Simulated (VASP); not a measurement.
H4C, 10 atoms in the cell. The structure is tetragonal, space group P-42_1c (No. 114). Conventional cell: a = 4.815 Å, b = 4.815 Å, c = 5.257 Å, α = 90.00°, β = 90.00°, γ = 90.00°. H (site symmetry 1) has 2 C at 2.19 to 2.33 Å and 10 H at 2.60 to 2.95 Å within 3.0 Å. Within 2.9 Å of C (site symmetry -4) lie 8 H at 2.19 to 2.33 Å. 

* Program: VASP 6.6.1
* Task: relaxation of cell and atoms
* Functional: PBEsol
* Potentials or basis: VASP PAW PBE potentials, release 64 (H, C)
* Cutoff: 600 eV
* k mesh: 4 × 4 × 4
* Occupations: fermi-dirac, width 0.03 eV
* Spin: no spin polarisation
* Dipole correction: no
* Further INCAR settings: ALGO = Normal; EDIFF = 1e-06; IBRION = 2; EDIFFG = -0.01; NSW = 100; ISIF = 3

Potentials or basis: VASP PAW PBE potentials, release 64 (H, C).

The run is started by

```bash
$ cat potpaw_PBE.64/H/POTCAR potpaw_PBE.64/C/POTCAR > POTCAR
$ mpirun -np 1 vasp_std > vasp.out
```

Hardware: 1 thread of Intel(R) Xeon(R) 6975P-C (Granite Rapids) (shared host).

Q: Estimate the wall time of this run.

A: Run time: 5.5 min on 1 thread of Intel(R) Xeon(R) 6975P-C (Granite Rapids), with other jobs on the host, peak memory 0.26 GiB. Counts: scf iterations 247, k points 18, ion steps 32.
